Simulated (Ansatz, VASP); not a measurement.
# AgC18: VASP beside Ansatz

```
C Ag
1.0
     7.39800    0.00000    0.00000
    -3.69900    6.40686    0.00000
     0.00000    0.00000   13.00000
C Ag
18 1
Direct
  0.00259 0.99838 0.07118
  0.22480 0.10947 0.07115
  0.00256 0.33171 0.07123
  0.22482 0.44284 0.07121
  0.00261 0.66507 0.07118
  0.22479 0.77617 0.07114
  0.33589 0.99838 0.07119
  0.55813 0.10949 0.07114
  0.33591 0.33169 0.07118
  0.55808 0.44273 0.07133
  0.33588 0.66504 0.07116
  0.55809 0.77620 0.07136
  0.66925 0.99841 0.07116
  0.89145 0.10948 0.07121
  0.66923 0.33167 0.07118
  0.89147 0.44281 0.07121
  0.66924 0.66504 0.07170
  0.89156 0.77621 0.07130
  0.66121 0.66508 0.34933
```

Alike in both runs: functional PBE; k mesh 2 × 2 × 1; occupations gaussian, width 0.02 eV; collinear spin.

Ansatz relaxed the structure, and its values are those at the end. VASP's run is a single point on that final structure, the one shown.

|  | VASP | Ansatz |
| --- | --- | --- |
| version | VASP 6.6.1 | Ansatz 0.2.0 |
| potentials or method | VASP PAW PBE potentials, release 64 (C, Ag), cutoff 520 eV | scalar-relativistic, plane waves, PAW |
| valence electrons in the cell | 83 | 91 |

VASP gave:

- rms of the force components (eV/Å): 0.015
- net moment per atom (μB): 0.00
- size of the moment on the site where the two differ most (μB): 0.00

Q: Which values does Ansatz return?

A: rms of the force components (eV/Å): 0.004; net moment per atom (μB): 0.05; size of the moment on the site where the two differ most (μB): 0.53.

Site moments also hang on the region over which each program counts them. VASP's potentials hold 83 valence electrons a cell and Ansatz's 91, so a difference there can come from the potentials and not from the codes. Ansatz's warnings: xc potential rough in thin density.

The k mesh is coarse, so the values compare programs but aren't converged.
